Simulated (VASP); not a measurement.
Set up this calculation in VASP 6.6.1, as the native input.

| Item | Value |
| --- | --- |
| Task | single point |
| Functional | PBE |
| Potentials or basis | VASP PAW PBE potentials, release 64 (Ni) |
| Cutoff | 520 eV |
| k mesh | 19 × 19 × 19 |
| Occupations | fermi-dirac, width 0.05 eV |
| Spin | collinear spin, ferromagnetic start |
| Starting moments | [1.0] μB |
| Dipole correction | no |
| Further INCAR settings | ALGO = Normal; EDIFF = 1e-06; NBANDS = 15 |

The structure of Ni lies in POSCAR:

```
Ni
1.0
   -1.3519205139      1.3519205139      1.3519205139
    1.3519205139     -1.3519205139      1.3519205139
    1.3519205139      1.3519205139     -1.3519205139
Ni
1
Direct
    0.0000000000      0.0000000000      0.0000000000
```

This cell differs from its parent crystal: volume scaled by 0.9.

The input as run:

INCAR

```
PREC = Accurate
ENCUT = 520
EDIFF = 1E-6
ISMEAR = -1
SIGMA = 0.05
LREAL = F
LASPH = T
NELM = 150
ALGO = Normal
ISIF = 2
LWAVE = F
LCHARG = F
ISPIN = 2
MAGMOM = 1
LORBIT = 11
LMAXMIX = 4
GGA = PE
NBANDS = 15
```

KPOINTS

```
regular mesh
0
Gamma
  19 19 19
```

Potentials or basis: VASP PAW PBE potentials, release 64 (Ni).

The run is started by

```sh
$ cat potpaw_PBE.64/Ni/POTCAR > POTCAR
$ mpirun -np 1 vasp_std > vasp.out
```

Results of the run:

The pressure is 25.5 GPa, the net moment is 0.45 μB per cell and the site moments are Ni +0.45 μB. The valence electrons inside the program's atomic spheres are Ni 9.50.

Wall time 50 s on 1 thread of Intel(R) Xeon(R) Platinum 8259CL CPU @ 2.50GHz (Skylake/Cascade Lake) (shared host), peak memory 0.16 GiB.
